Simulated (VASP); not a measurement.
# Te6Mo3H (a cell with a defect) in VASP: further runs

The runs below take Te6Mo3H (a cell with a defect) through single point, with PBEsol+D3(BJ).

Everything below comes from runs of VASP 6.6.1. Logs are shortened: lines on timing, memory, paths and dates and some standing lists are left out, and cuts for length are marked.

## 1. The cell of the first run

The cell holds a defect, 10 atoms: a = 3.433 Å, b = 3.433 Å, c = 20.770 Å, α = 90.00°, β = 90.00°, γ = 120.00°.

## 2. Single point, PBEsol+D3(BJ)

Input file INCAR:

```
SYSTEM = Te6Mo3H
ALGO = Normal ; EDIFF = 1E-6
ENCUT = 400 ; GGA = PS
GGA_COMPAT = .FALSE. ; ISIF = 2
ISMEAR = 0 ; IVDW = 12
LASPH = .TRUE. ; LCHARG = .FALSE.
LREAL = .FALSE. ; LWAVE = .FALSE.
NBANDS = 50 ; NELM = 120
PREC = Accurate ; SIGMA = 0.05
```

Input file KPOINTS:

```
k-points
0
G
  9 9 2
  0 0 0
```

Input file POSCAR:

```
Te6Mo3H
1.0
    3.4334342720      0.0000000000      0.0000000000
   -1.7167171360      2.9734413017      0.0000000000
    0.0000000000      0.0000000000     20.7704294686
Te Mo H
6 3 1
Direct
    0.0000000000      0.0000000000      0.9125759363
    0.3333333333      0.6666666667      0.5917818730
    0.3333333333      0.6666666667      0.2333053354
    0.3333333333      0.6666666667      0.7666946646
    0.3333333333      0.6666666667      0.4082181270
    0.0000000000      0.0000000000      0.0874240637
    0.0000000000      0.0000000000      0.6791511892
    0.0000000000      0.0000000000      0.3208488108
    0.3333333333      0.6666666667      0.0000000000
    0.4476901700      0.3905117517      0.0023436347
```

Potentials or basis: VASP PAW PBE potentials, release 64 (Te, Mo_sv, H).

Launch:

```bash
> cat potpaw_PBE.64/Te/POTCAR potpaw_PBE.64/Mo_sv/POTCAR potpaw_PBE.64/H/POTCAR > POTCAR
> mpirun -np 1 vasp_std > vasp.out
```

OUTCAR:

```text
SYSTEM = Te6Mo3H
   EDIFF = 1E-6
   ENCUT = 400
   GGA = PS
   ISIF = 2
   ISMEAR = 0
   IVDW = 12
   LASPH = .TRUE.
   LREAL = .FALSE.
   NELM = 120
   PREC = Accurate
 IVDW          = 12

 ion  position               nearest neighbor table
   1  0.000  0.000  0.913-   9 2.69   9 2.69   9 2.69   4 3.62   4 3.62   4 3.62   6 3.63
   2  0.333  0.667  0.592-   7 2.69   7 2.69   7 2.69   4 3.63
   3  0.333  0.667  0.233-   8 2.69   8 2.69   8 2.69   6 3.62   6 3.62   6 3.62   5 3.63
   4  0.333  0.667  0.767-   7 2.69   7 2.69   7 2.69   1 3.62   1 3.62   1 3.62   2 3.63
   5  0.333  0.667  0.408-   8 2.69   8 2.69   8 2.69   3 3.63
   6  0.000  0.000  0.087-  10 2.29   9 2.69   9 2.69   9 2.69   3 3.62   3 3.62   3 3.62   1 3.63

   7  0.000  0.000  0.679-   2 2.69   2 2.69   2 2.69   4 2.69   4 2.69   4 2.69
   8  0.000  0.000  0.321-   5 2.69   5 2.69   5 2.69   3 2.69   3 2.69   3 2.69
   9  0.333  0.667  0.000-  10 1.19   6 2.69   1 2.69   1 2.69   6 2.69   6 2.69   1 2.69
  10  0.448  0.391  0.002-   9 1.19   6 2.29

  LATTYP: Found a hexagonal cell.
 ALAT       =     3.4334342720
 C/A-ratio  =     6.0494617992

  Lattice vectors:

 A1 = (   3.4334342720,   0.0000000000,   0.0000000000)
 A2 = (  -1.7167171360,   2.9734413017,   0.0000000000)
 A3 = (   0.0000000000,   0.0000000000,  20.7704294686)

Analysis of symmetry for initial positions (statically):
=====================================================================
 Subroutine PRICEL returns:
 Original cell was already a primitive cell.

 Routine SETGRP: Setting up the symmetry group for a
 hexagonal supercell.

 Subroutine GETGRP returns: Found  1 space group operations
 (whereof  1 operations were pure point group operations)
 out of a pool of 24 trial point group operations.

The static configuration has the point symmetry C_1 .

Analysis of symmetry for dynamics (positions and initial velocities):
=====================================================================
 Subroutine PRICEL returns:
 Original cell was already a primitive cell.

 Routine SETGRP: Setting up the symmetry group for a
 hexagonal supercell.

 Subroutine GETGRP returns: Found  1 space group operations
 (whereof  1 operations were pure point group operations)
 out of a pool of 24 trial point group operations.

The dynamic configuration has the point symmetry C_1 .

 Subroutine INISYM returns: Found  1 space group operations
 (whereof  1 operations are pure point group operations),
 and found     1 'primitive' translations

----------------------------------------------------------------------------------------

                                     Primitive cell

  volume of cell :     212.0477

  direct lattice vectors                    reciprocal lattice vectors
     3.433434272  0.000000000  0.000000000     0.291253573  0.168155329  0.000000000
    -1.716717136  2.973441302  0.000000000     0.000000000  0.336310658  0.000000000
     0.000000000  0.000000000 20.770429469     0.000000000  0.000000000  0.048145369

  length of vectors
     3.433434272  3.433434272 20.770429469     0.336310658  0.336310658  0.048145369

  position of ions in fractional coordinates (direct lattice)
     0.000000000  0.000000000  0.912575936
     0.333333333  0.666666667  0.591781873
     0.333333333  0.666666667  0.233305335
     0.333333333  0.666666667  0.766694665
     0.333333333  0.666666667  0.408218127
     0.000000000  0.000000000  0.087424064
     0.000000000  0.000000000  0.679151189
     0.000000000  0.000000000  0.320848811
     0.333333333  0.666666667  0.000000000
     0.447690170  0.390511752  0.002343635

  ion indices of the primitive-cell ions
   primitive index   ion index
                 1           1
                 2           2
                 3           3
                 4           4
                 5           5
                 6           6
                 7           7
                 8           8
                 9           9
                10          10

----------------------------------------------------------------------------------------

 KPOINTS: k-points

Automatic generation of k-mesh.
 Grid dimensions read from file:
 generate k-points for:    9    9    2

 Generating k-lattice:

  Cartesian coordinates                     Fractional coordinates (reciprocal lattice)
     0.032361508  0.018683925  0.000000000     0.111111111  0.000000000  0.000000000
     0.000000000  0.037367851  0.000000000     0.000000000  0.111111111  0.000000000
     0.000000000  0.000000000  0.024072685     0.000000000  0.000000000  0.500000000

  Length of vectors
     0.037367851  0.037367851  0.024072685

  Shift w.r.t. Gamma in fractional coordinates (k-lattice)
     0.000000000  0.000000000  0.000000000

 Subroutine IBZKPT returns following result:
 ===========================================

 Found     82 irreducible k-points:

 Following reciprocal coordinates:
            Coordinates               Weight
  0.000000  0.000000  0.000000      1.000000
  0.111111  0.000000  0.000000      2.000000
  0.000000  0.111111  0.000000      2.000000
 -0.111111  0.111111  0.000000      2.000000
  0.222222  0.000000  0.000000      2.000000
  0.000000  0.222222  0.000000      2.000000
[... 16 lines left out ...]
  0.333333  0.111111  0.000000      2.000000
 -0.111111  0.444444  0.000000      2.000000
 [... further k-points ...]
   k-points           NKPTS =     82   k-points in BZ     NKDIM =     82   number of bands    NBANDS=     50
   number of dos      NEDOS =    301   number of ions     NIONS =     10
   total plane-waves  NPLWV =  80640
   dimension x,y,z NGX =    24 NGY =   24 NGZ =  140
   dimension x,y,z NGXF=    48 NGYF=   48 NGZF=  280
   ions per type =               6   3   1
   NGX,Y,Z   is equivalent  to a cutoff of  11.62, 11.62, 11.21 a.u.
   NGXF,Y,Z  is equivalent  to a cutoff of  23.24, 23.24, 22.41 a.u.
 SYSTEM =  Te6Mo3H
   PREC   = accura    normal or accurate (medium, high low for compatibility)
   ISTART =      0    job   : 0-new  1-cont  2-samecut
   ICHARG =      2    charge: 1-file 2-atom 10-const
   ISPIN  =      1    spin polarized calculation?
   LNONCOLLINEAR =      F non collinear calculations
   LSORBIT =      F    spin-orbit coupling
   LASPH  =      T    aspherical Exc in radial PAW
   ENCUT  =  400.0 eV  29.40 Ry    5.42 a.u.   5.60  5.60 33.87*2*pi/ulx,y,z
   NELM   =    120;   NELMIN=  2; NELMDL= -5     # of ELM steps
   EDIFF  = 0.1E-05   stopping-criterion for ELM
   LREAL  =      F    real-space projection
   EDIFFG = 0.1E-04   stopping-criterion for IOM
   NSW    =      0    number of steps for IOM
   IBRION =     -1    ionic relax: 0-MD 1-quasi-New 2-CG
   NFREE  =      0    steps in history (QN), initial steepest desc. (CG)
   ISIF   =      2    stress and relaxation
   ISYM   =      2    0-nonsym 1-usesym 2-fastsym
   POTIM  = 0.5000    time-step for ionic-motion
   TEBEG  =    0.0;   TEEND  =   0.0 temperature during run
   PSTRESS=    0.0 pullay stress
   NELECT =      79.0000    total number of electrons
   NUPDOWN=      -1.0000    fix difference up-down
   EMIN   =  10.00;   EMAX   =-10.00  energy-range for DOS
   EFERMI =   0.00;   METHOD = LEGACY
   ISMEAR =     0;   SIGMA  =   0.05  broadening in eV -4-tet -1-fermi 0-gaus
   EFERMI_NEDOS =   21; number of points for ismear=-14 and -15
   IALGO  =     38    algorithm
   IMIX   =      4    mixing-type and parameters
     AMIX     =   0.40;   BMIX     =  1.00
     AMIX_MAG =   1.60;   BMIX_MAG =  1.00
  volume/ion in A,a.u.               =      21.20       143.10
  Fermi-wavevector in a.u.,A,eV,Ry     =   1.177984  2.226067 18.880069  1.387646
  Thomas-Fermi vector in A             =   2.314321
   LORBIT       =      0    0 simple, 1 ext, 2 COOP (PROOUT), +10 PAW based schemes
   GGA     = PS    functional components
   LHFCALC =     F    Hartree Fock is set to
   AEXX    =    0.0000 exact exchange contribution
   IVDW    =    12    specifies the selected vdW correction
   LEPSILON=     F    determine dielectric tensor
   LRPA    =     F    only Hartree local field effects (RPA)
 non-spin polarized calculation
 Gauss-broadening in eV      SIGMA  =   0.05
  energy-cutoff  :      400.00
  volume of cell :      212.05
 maximum number of plane-waves:      3908
   NGX = 11   NGY = 11   NGZ = 67

 number of electron      78.9999990 magnetization

 Free energy of the ion-electron system (eV)
  ---------------------------------------------------
  ext. energy  EPLUGINS =         0.00000000
  ---------------------------------------------------
  free energy    TOTEN  =       -57.90482676 eV

  energy without entropy =      -57.90239488  energy(sigma->0) =      -57.90361082

 E-fermi :   9.3461     XC(G=0): -10.8879

 val. band max:        9.3228070402   @ k =   0.3333  -0.1111   0.0000
 cond. band min:       9.3481250862   @ k =   0.1111   0.2222   0.0000
 fundamental gap:      0.0253180461
 Fermi energy:         9.3461349368

 k-point     1 :       0.0000    0.0000    0.0000
  band No.  band energies     occupation
      1     -51.7311      2.00000
      2     -51.7219      2.00000
      3     -51.6723      2.00000
      4     -26.5544      2.00000
      5     -25.9872      2.00000
      6     -25.9779      2.00000
[... 42 lines left out ...]
     49      12.5527      0.00000
     50      12.5581      0.00000

 k-point     2 :       0.1111    0.0000    0.0000
  band No.  band energies     occupation
      1     -51.7294      2.00000
      2     -51.7202      2.00000
      3     -51.6705      2.00000
      4     -26.5610      2.00000
      5     -25.9826      2.00000
      6     -25.9733      2.00000
[... 42 lines left out ...]
     49      12.2469      0.00000
     50      12.3091      0.00000

 k-point     3 :       0.0000    0.1111    0.0000
  band No.  band energies     occupation
      1     -51.7294      2.00000
      2     -51.7202      2.00000
      3     -51.6703      2.00000
      4     -26.5727      2.00000
      5     -25.9826      2.00000
      6     -25.9733      2.00000
[... 42 lines left out ...]
     49      12.2427      0.00000
     50      12.2871      0.00000

 k-point     4 :      -0.1111    0.1111    0.0000
  band No.  band energies     occupation
      1     -51.7294      2.00000
      2     -51.7202      2.00000
      3     -51.6702      2.00000
      4     -26.5808      2.00000
      5     -25.9826      2.00000
      6     -25.9733      2.00000
[... 999 lines left out ...]
 k-point    23 :       0.3333    0.1111    0.0000
  band No.  band energies     occupation
      1     -51.7182      2.00000
      2     -51.7090      2.00000
      3     -51.6580      2.00000
      4     -26.6147      2.00000
      5     -25.9515      2.00000
      6     -25.9422      2.00000
[... 42 lines left out ...]
     49      12.0314      0.00000
     50      12.2109      0.00000

 k-point    24 :      -0.1111    0.4444    0.0000
  band No.  band energies     occupation
      1     -51.7182      2.00000
      2     -51.7090      2.00000
      3     -51.6560      2.00000
      4     -26.7162      2.00000
      5     -25.9515      2.00000
      6     -25.9422      2.00000
[... 42 lines left out ...]
     49      12.0126      0.00000
     50      12.1218      0.00000

 [... further k-points ...]

------------------------ aborting loop because EDIFF is reached ----------------------------------------

 Edisp (eV)   -5.04237

 E8    (eV) :    -3.4306

  FORCE on cell =-STRESS in cart. coord.  units (eV):
  Direction    XX          YY          ZZ          XY          YZ          ZX
  --------------------------------------------------------------------------------------
  -------------------------------------------------------------------------------------
  Total      13.45421    13.31504     3.30889   -11.60649    -0.65201     0.54211
  in kB     101.65649   100.60495    25.00110   -87.69561    -4.92645     4.09604
  external pressure =       75.75 kB  Pullay stress =        0.00 kB

 VOLUME and BASIS-vectors are now :
 -----------------------------------------------------------------------------
  energy-cutoff  :      400.00
  volume of cell :      212.05
      direct lattice vectors                 reciprocal lattice vectors
     3.433434272  0.000000000  0.000000000     0.291253573  0.168155329  0.000000000
    -1.716717136  2.973441302  0.000000000     0.000000000  0.336310658  0.000000000
     0.000000000  0.000000000 20.770429469     0.000000000  0.000000000  0.048145369

 POSITION                                       TOTAL-FORCE (eV/Angst)
 -----------------------------------------------------------------------------------
      0.00000      0.00000     18.95459        -0.224000      0.031338     -0.965150
     -0.00000      1.98229     12.29156        -0.002149     -0.003839     -0.033553
     -0.00000      1.98229      4.84585         0.002171     -0.004591     -0.041847
     -0.00000      1.98229     15.92458         0.002007     -0.006052      0.044449
     -0.00000      1.98229      8.47887        -0.002226     -0.003643      0.034548
      0.00000      0.00000      1.81584        -0.289305      0.012347      0.958091
      0.00000      0.00000     14.10626         0.004063      0.002473     -0.000683
      0.00000      0.00000      6.66417         0.003774      0.002188     -0.002952
     -0.00000      1.98229      0.00000       -13.102808     12.787061     -0.508602
      0.86672      1.16116      0.04868        13.608473    -12.817283      0.515698
 -----------------------------------------------------------------------------------
    total drift:                               -0.000797      0.000527     -0.000101

  FREE ENERGIE OF THE ION-ELECTRON SYSTEM (eV)
  ---------------------------------------------------
  free  energy   TOTEN  =       -62.9472006928 eV

  energy  without entropy=      -62.9447688174  energy(sigma->0) =      -62.94598476
```

It took 7.4 min on 1 thread of Intel Xeon 6975P-C (Granite Rapids), shared host; peak memory 0.59 GiB.

Results:

```yaml
Free_energy: -62.9472 eV
Pressure: 7.6 GPa
Largest_force: 18.701 eV/Å
Band_gap_on_the_k_mesh: zero (an odd number of electrons rules out a gap without spin polarisation)
Dispersion_energy_per_atom: -0.504 eV
```

Forces on the atoms (eV/Å):
```
Te   -0.224   0.031  -0.965
Te   -0.002  -0.004  -0.034
Te    0.002  -0.005  -0.042
Te    0.002  -0.006   0.044
Te   -0.002  -0.004   0.035
Te   -0.289   0.012   0.958
Mo    0.004   0.002  -0.001
Mo    0.004   0.002  -0.003
Mo  -13.103  12.787  -0.509
H    13.608 -12.817   0.516
```

Levels at points of the mesh, in eV from the Fermi level:
```csv
k point,band 36,band 37,band 38,band 39,band 40,band 41,band 42,band 43
"(0.00, 0.00, 0.00)",-1.35,-1.10,-0.41,-0.40,2.20,2.42,2.54,2.64
"(0.00, 0.00, 0.50)",-1.36,-1.05,-0.41,-0.40,2.20,2.42,2.54,2.64
```

Caveat: atoms lie so close that the PAW spheres overlap strongly, which falsifies energies and pressures; the PAW data sets were made with another functional, which shifts forces and pressure a little; spin-orbit coupling is left out, which moves the levels of the heavy elements.

## 3. Single point, PBEsol+D3(BJ)

Input file INCAR:

```
SYSTEM = Te6Mo3H
  ALGO = Normal
  EDIFF = 1E-6
  ENCUT = 400
  GGA = PS
  GGA_COMPAT = .FALSE.
  ISIF = 2
  ISMEAR = 0
  IVDW = 12
  LASPH = .TRUE.
  LCHARG = .FALSE.
  LREAL = .FALSE.
  LWAVE = .FALSE.
  NBANDS = 50
  NELM = 120
  PREC = Accurate
  SIGMA = 0.05
```

KPOINTS is that of step 2.

POSCAR, as its differences from that of step 2:

```diff
@@ -17,2 +17,2 @@
     0.3333333333      0.6666666667      0.0000000000
-    0.4476901700      0.3905117517      0.0023436347
+   -0.0523098300     -0.4428215817      0.5023436347
```

Potentials or basis: VASP PAW PBE potentials, release 64 (Te, Mo_sv, H).

Launch:

```bash
> cat potpaw_PBE.64/Te/POTCAR potpaw_PBE.64/Mo_sv/POTCAR potpaw_PBE.64/H/POTCAR > POTCAR
> mpirun -np 1 vasp_std > vasp.out
```

Wall time 5.5 min (1 thread of Intel Xeon 6975P-C (Granite Rapids), shared host); peak memory 0.59 GiB.

It converged, with:

```
Free energy                : -65.7517 eV
Pressure                   : -0.5 GPa
Largest force              : 0.358 eV/Å
Band gap on the k mesh     : zero (an odd number of electrons rules out a gap without spin polarisation)
Dispersion energy per atom : -0.506 eV
```

Forces in eV/Å, atoms in the order of the input:
```
Te   0.001 -0.001 -0.042
Te  -0.162 -0.042 -0.317
Te   0.008  0.027 -0.073
Te   0.011  0.034  0.085
Te  -0.134 -0.033  0.293
Te   0.001 -0.001  0.047
Mo   0.164  0.082 -0.016
Mo   0.132  0.062  0.013
Mo  -0.003  0.001 -0.005
H   -0.018 -0.131  0.015
```

Stress tensor (GPa, compression positive):
```
-0.58  0.45  0.06
 0.45 -0.44  0.07
 0.06  0.07 -0.54
```

Levels at points of the mesh, in eV from the Fermi level:
```csv
k point,band 36,band 37,band 38,band 39,band 40,band 41,band 42,band 43
"(0.00, 0.00, 0.00)",-1.23,-1.14,-0.18,-0.16,1.80,2.79,2.80,2.81
"(0.00, 0.00, 0.50)",-1.23,-1.06,-0.18,-0.16,1.81,2.77,2.81,2.84
```

Caveat: the PAW data sets were made with another functional, which shifts forces and pressure a little; spin-orbit coupling is left out, which moves the levels of the heavy elements.

## 4. Single point, PBEsol+D3(BJ)

Input file INCAR:

```
  ALGO = Normal
  EDIFF = 1E-6
  ENCUT = 400
  GGA = PS
  GGA_COMPAT = F
  ISIF = 2
  ISMEAR = 0
  IVDW = 12
  LASPH = T
  LCHARG = F
  LREAL = F
  LWAVE = F
  NBANDS = 50
  NELM = 120
  PREC = Accurate
  SIGMA = 0.05
```

Input file KPOINTS:

```
k-points
0
Gamma
  9 9 2
```

Input file POSCAR:

```
Te6Mo3H
1.0
    3.4334348991      0.0000000000      0.0000000000
   -1.7167174496      2.9734418449      0.0000000000
    0.0000000000      0.0000000000     20.7704276327
Te Mo H
6 3 1
Direct
    0.0000000000      0.0000000000      0.9125759158
    0.3333333333      0.6666666667      0.5917813750
    0.3333333333      0.6666666667      0.2333059430
    0.3333333333      0.6666666667      0.7666940570
    0.3333333333      0.6666666667      0.4082186250
    0.0000000000      0.0000000000      0.0874240842
    0.0000000000      0.0000000000      0.6791506171
    0.0000000000      0.0000000000      0.3208493829
    0.3333333333      0.6666666667      0.0000000000
    0.4476901485      0.3488450742      0.0023436355
```

Launch:

```bash
> cat potpaw_PBE.64/Te/POTCAR potpaw_PBE.64/Mo_sv/POTCAR potpaw_PBE.64/H/POTCAR > POTCAR
> mpirun -np 1 vasp_std > vasp.out
```

It took 6.3 min on 1 thread of Intel Xeon 6975P-C (Granite Rapids), shared host; peak memory 0.6 GiB.

Results (log left out):

| Item | Value |
| --- | --- |
| Free energy | -64.8130 eV |
| Pressure | 5.3 GPa |
| Largest force | 9.444 eV/Å |
| Band gap on the k mesh | zero (an odd number of electrons rules out a gap without spin polarisation) |
| Dispersion energy per atom | -0.504 eV |

Forces in eV/Å, atoms in the order of the input:
```
Te  -0.325  0.011 -1.091
Te  -0.004 -0.004 -0.036
Te   0.001 -0.002 -0.049
Te   0.001 -0.004  0.050
Te  -0.004 -0.004  0.037
Te  -0.400 -0.021  1.125
Mo   0.006  0.002  0.002
Mo   0.006  0.002 -0.005
Mo  -6.183  6.466 -0.177
H    6.901 -6.446  0.145
```

Stress tensor (GPa, compression positive):
```
 6.11 -5.11  0.15
-5.11  6.90 -0.27
 0.15 -0.27  2.81
```

Levels at points of the mesh, in eV from the Fermi level:
| k point | band 37 | band 38 | band 39 | band 40 | band 41 | band 42 |
| --- | --- | --- | --- | --- | --- | --- |
| (0.00, 0.00, 0.00) | -1.15 | -0.48 | -0.47 | 2.14 | 2.35 | 2.43 |
| (0.00, 0.00, 0.50) | -1.10 | -0.48 | -0.47 | 2.14 | 2.35 | 2.43 |

Caveat: the PAW data sets were made with another functional, which shifts forces and pressure a little; spin-orbit coupling is left out, which moves the levels of the heavy elements.

(Continued in part 2 of 2.)
